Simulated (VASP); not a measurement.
A run of VASP 6.6.1 is set up as follows.

The input POSCAR:

```
Ca
1.0
    0.0000000000      2.7132113001      2.7132113001
    2.7132113001      0.0000000000      2.7132113001
    2.7132113001      2.7132113001      0.0000000000
Ca
1
Direct
    0.0000000000      0.0000000000      0.0000000000
```

INCAR.step1

```
SYSTEM = Ca
  PREC = Accurate
  ENCUT = 520
  EDIFF = 1E-5
  ISMEAR = -1
  SIGMA = 0.1
  LREAL = .False.
  LASPH = .True.
  NELM = 100
  ALGO = Normal
  ISIF = 2
  LWAVE = .True.
  LCHARG = .False.
  NBANDS = 11
  GGA = PE
```

Contents of INCAR.step2:

```
SYSTEM = Ca
  PREC = Accurate
  ENCUT = 520
  EDIFF = 1E-6
  ISMEAR = -1
  SIGMA = 0.1
  LREAL = .False.
  LASPH = .True.
  NELM = 100
  ALGO = Normal
  ISIF = 2
  LWAVE = .False.
  LCHARG = .False.
  GGA = PE
  LHFCALC = .True.
  HFSCREEN = 0.2079
  PRECFOCK = Normal
  NBANDS = 11
  ISTART = 1
```

The input KPOINTS:

```
Automatic mesh
0
Gamma
  6 6 6
  0 0 0
```

Potentials or basis: VASP PAW PBE potentials, release 64 (Ca_sv).

Launch:

```bash
$ cat potpaw_PBE.64/Ca_sv/POTCAR > POTCAR
$ cp INCAR.step1 INCAR
$ mpirun -np 1 vasp_std > vasp.out
$ cp INCAR.step2 INCAR
$ mpirun -np 1 vasp_std > vasp.out
```

Question: What does it give for the band gap on the k mesh?

Answer: Zero (bands 5 and 6 overlap by 0.39 eV).

Question: Predict the pressure.

Answer: 1.7 GPa.

Caveat: the PAW data sets were made with another functional, which shifts forces and pressure a little.
